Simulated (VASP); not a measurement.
The system is Be3S2.

```
Be S
1.0
     1.59989    0.92370    7.41630
    -1.59989    0.92370    7.41630
     0.00000   -1.84739    7.41630
Be S
3 2
Direct
  0.00000 0.00000 0.00000
  0.20950 0.20950 0.20950
  0.79050 0.79050 0.79050
  0.40000 0.40000 0.40000
  0.60000 0.60000 0.60000
```

| Property | Result |
| --- | --- |
| Program | VASP 6.6.1 |
| Task | relaxation of cell and atoms |
| Functional | PBE |
| Potentials or basis | VASP PAW PBE potentials, release 64 (Be, S) |
| Cutoff | 600 eV |
| k mesh | 6 × 6 × 6 |
| Occupations | gaussian, width 0.1 eV |
| Spin | no spin polarisation |

At the start: pressure -4.8 GPa; volume 13.15 Å³/atom.

Q: Where does the relaxation end?

A: Over 5 steps the energy falls by 31.2 meV/atom and the volume is 12.42 Å³/atom (-5.5 %); space group R-3m (No. 166, to 0.05 Å).

Step by step:
| step | energy change (eV) | largest force (eV/Å) | pressure (GPa) | volume (Å³) |
| --- | --- | --- | --- | --- |
| 1 | 0.0000 | 0.4265 | -4.75 | 65.76 |
| 2 | -0.1493 | 0.0955 | 0.19 | 62.08 |
| 3 | -0.1516 | 0.0709 | 0.94 | 61.61 |
| 4 | -0.1516 | 0.0665 | 1.07 | 61.53 |
| 5 | -0.1558 | 0.0144 | 0.06 | 62.12 |

Final structure:
```
Be S
1.0
     1.60115    0.92442    6.99495
    -1.60115    0.92442    6.99495
     0.00000   -1.84885    6.99495
Be S
3 2
Cartesian
  0.0000 0.0000 0.0000
  0.0000 0.0000 4.4186
  0.0000 0.0000 16.5663
  0.0000 0.0000 8.3782
  0.0000 0.0000 12.6066
```
